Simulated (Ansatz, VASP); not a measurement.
**Ag: VASP beside Ansatz**

```
CELL_PARAMETERS angstrom
0.00000 2.04847 2.04847
2.04847 0.00000 2.04847
2.04847 2.04847 0.00000
ATOMIC_POSITIONS crystal
Ag 0.00000 0.00000 0.00000
```

Alike in both runs: task single point; functional RPBE; k mesh 21 × 21 × 21; occupations fermi-dirac, width 0.1 eV; no spin polarisation.

|  | VASP | Ansatz |
| --- | --- | --- |
| version | VASP 6.6.1 | Ansatz 0.2.0 |
| potentials or method | VASP PAW PBE potentials, release 64 (Ag), cutoff 520 eV | plane waves (420 eV) with PAW, scalar-relativistic |
| valence electrons in the cell | 11 | 19 |

```tsv
	VASP	Ansatz	Ansatz less VASP
pressure (GPa)	7.7	7.9	+0.13
```

VASP's potentials were made for PBE, not for RPBE. VASP's potentials hold 11 valence electrons a cell and Ansatz's 19, so a difference there can come from the potentials and not from the codes.
